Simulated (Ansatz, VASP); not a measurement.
**One calculation of SrTe, two programs**

```
Sr Te
1.0
     0.00000    2.88774    2.88774
     2.88774    0.00000    2.88774
     2.88774    2.88774    0.00000
Sr Te
1 1
Cartesian
  0.0000 0.0000 0.0000
  2.8877 2.8877 2.8877
```

Alike in both runs: task single point; functional PBE; k mesh 6 × 6 × 6; occupations gaussian, width 0.1 eV; no spin polarisation.

|  | VASP | Ansatz |
| --- | --- | --- |
| version | VASP 6.6.1 | Ansatz 0.2.0 |
| potentials or method | VASP PAW PBE potentials, release 64 (Sr_sv, Te), cutoff 500 eV | scalar-relativistic, plane waves, PAW |
| valence electrons in the cell | 16 | 26 |

```tsv
	VASP	Ansatz	Ansatz less VASP
gap on the k mesh at the Fermi level (eV)	none	none	-
pressure (GPa)	37.8	37.5	-0.27
```

A gap of «none» marks a metal or a gap that the smearing closes. Both programs put the cell under a high pressure, so it lies far from rest at this level. VASP's potentials hold 16 valence electrons a cell and Ansatz's 26, so a difference there can come from the potentials and not from the codes.

Neither program's run includes spin-orbit coupling.
